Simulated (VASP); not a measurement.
Write the native input for VASP 6.6.1 that does the following.

```yaml
Task: single point
Functional: PBE
Potentials_or_basis: VASP PAW PBE potentials, release 64 (Bi_d, Te)
Cutoff: 520 eV
k_mesh: 4 × 4 × 4
Occupations: gaussian, width 0.1 eV
Spin: no spin polarisation
Dipole_correction: no
Further_INCAR_settings: ALGO = Normal; EDIFF = 1e-06; NBANDS = 28
```

The structure of BiTe4 lies in POSCAR:

```
BiTe4
1.0
    5.6962405300      0.0000000000      0.0000000000
    0.0000000000      5.6962405300      0.0000000000
    0.0000000000      0.0000000000      5.6962405300
Bi Te
1 4
Direct
    0.0000000000      0.0000000000      0.0000000000
    0.2500000000      0.2500000000      0.2500000000
    0.7500000000      0.7500000000      0.2500000000
    0.2500000000      0.7500000000      0.7500000000
    0.7500000000      0.2500000000      0.7500000000
```

The cell was built from a structure type or drawn by symmetry, and may not be a known phase.

These files were run (other wordings do the same):

INCAR

```
PREC     = Accurate       # precision mode
ENCUT    = 520            # plane-wave cutoff, eV
EDIFF    = 1E-6           # SCF threshold, eV
ISMEAR   = 0              # smearing method
SIGMA    = 0.1            # smearing width, eV
LREAL    = F              # projectors in reciprocal space
LASPH    = T              # aspherical terms in the spheres
NELM     = 100            # most SCF steps
ALGO     = Normal         # electronic algorithm
ISIF     = 2              # what is computed and relaxed
LWAVE    = F              # write WAVECAR
LCHARG   = T              # write CHGCAR
GGA      = PE             # functional
LELF     = T              # ELF
LVHAR    = T            
NBANDS   = 28             # bands
```

KPOINTS

```
regular mesh
0
Gamma
  4 4 4
```

Potentials or basis: VASP PAW PBE potentials, release 64 (Bi_d, Te).

Launch:

```sh
$ cat potpaw_PBE.64/Bi_d/POTCAR potpaw_PBE.64/Te/POTCAR > POTCAR
$ mpirun -np 1 vasp_std > vasp.out
```

Results of the run:

- Pressure: 14.5 GPa
- Band gap on the k mesh: zero (an odd number of electrons rules out a gap without spin polarisation)

Caveat: the cell stands under pressure; spin-orbit coupling is left out, which moves the levels of the heavy elements.

Run time: 67 s on 1 thread of Intel Xeon 8259CL, on a shared host, peak memory 0.27 GiB.
